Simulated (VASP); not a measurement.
**AlN: single point with PBE**

The system is AlN.

```
CELL_PARAMETERS angstrom
0.00000 1.93844 1.97800
1.93844 0.00000 1.97800
1.93844 1.93844 0.00000
ATOMIC_POSITIONS crystal
Al 0.00000 0.00000 0.00000
N 0.50000 0.50000 0.50000
```

This cell differs from its parent crystal: equal xx and yy strain of -2 %.

```json
{
  "Program": "VASP 6.6.1",
  "Task": "single point",
  "Functional": "PBE",
  "Potentials or basis": "VASP PAW PBE potentials, release 64 (Al, N)",
  "Cutoff": "520 eV",
  "k mesh": "10 × 10 × 10",
  "Occupations": "fermi-dirac, width 0.02 eV",
  "Spin": "no spin polarisation",
  "Dipole correction": "no",
  "Further INCAR settings": "ALGO = Normal; EDIFF = 1e-06; NBANDS = 11"
}
```

```
Pressure               : 40.6 GPa
Band gap on the k mesh : 4.95 eV, indirect (least direct gap 7.19 eV)
```

Stress tensor (GPa, compression positive):
```
44.01  0.00  0.00
 0.00 44.01  0.00
 0.00  0.00 33.93
```

Levels at points of the mesh, in eV from the valence-band top:
```tsv
k point	band 1	band 2	band 3	band 4	band 5	band 6	band 7	band 8	band 9
(0.00, 0.00, 0.00)	-18.64	-0.13	-0.13	0.00	7.19	12.23	12.52	12.52	17.86
(0.50, 0.00, 0.00)	-14.94	-9.10	-1.43	-1.33	6.72	11.57	12.05	14.80	17.28
(0.50, 0.50, 0.00)	-13.94	-8.28	-3.06	-3.06	5.16	5.74	15.14	19.05	19.05
(0.50, 0.00, 0.50)	-13.75	-8.17	-3.36	-3.09	4.95	5.52	15.39	18.47	19.20
```

It took 12 s on 1 thread of Intel Xeon 8259CL (shared host), peak memory 0.14 GiB.

Caveat: the cell differs from its parent crystal (equal xx and yy strain of -2 %). A k mesh can miss the band edges.
